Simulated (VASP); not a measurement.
Here is a VASP 6.6.1 calculation.

POSCAR

```
GeSe
1.0
   11.0103042339      0.0000000000      0.0000000000
    0.0000000000      3.8043314356      0.0000000000
    0.0000000000      0.0000000000      4.5363774520
Ge Se
4 4
Direct
    0.1254375735      0.7500000000      0.8860310481
    0.6254375735      0.7500000000      0.6139689519
    0.3745624265      0.2500000000      0.3860310481
    0.8745624265      0.2500000000      0.1139689519
    0.8516134864      0.7500000000      0.4877997614
    0.3516134864      0.7500000000      0.0122002386
    0.6483865136      0.2500000000      0.9877997614
    0.1483865136      0.2500000000      0.5122002386
```

File INCAR.step1:

```
SYSTEM = GeSe
PREC = Accurate
ENCUT = 550
ISMEAR = -1
SIGMA = 0.02
LREAL = .False.
LASPH = .True.
NELM = 120
NBANDS = 50
GGA = PE
ALGO = Normal
EDIFF = 1E-5
LWAVE = .True.
LCHARG = .False.
GGA_COMPAT = .False.
```

INCAR.step2

```
SYSTEM = GeSe
PREC = Accurate
ENCUT = 550
EDIFF = 1E-6
ISMEAR = -1
SIGMA = 0.02
LREAL = .False.
LASPH = .True.
NELM = 120
ALGO = Normal
ISIF = 2
LWAVE = .False.
LCHARG = .False.
METAGGA = R2SCAN
LMIXTAU = .True.
LUSE_VDW = .True.
IVDW_NL = 2
BPARAM = 11.95
CPARAM = 0.0093
NBANDS = 50
ISTART = 1
GGA_COMPAT = .False.
```

The input KPOINTS:

```
regular mesh
0
Gamma
  2 6 6
  0 0 0
```

Potentials or basis: VASP PAW PBE potentials, release 64 (Ge_d, Se).

Launch:

```sh
$ cat potpaw_PBE.64/Ge_d/POTCAR potpaw_PBE.64/Se/POTCAR > POTCAR
$ cp INCAR.step1 INCAR
$ mpirun -np 1 vasp_std > vasp.out
$ cp INCAR.step2 INCAR
$ mpirun -np 1 vasp_std > vasp.out
```

(1) What does it give for the largest force?

(2) Predict the band gap on the k mesh.

## Answers

(1) 0.026 eV/Å.

(2) 1.01 eV.

Caveat: the PAW data sets were made with another functional, which shifts forces and pressure a little.
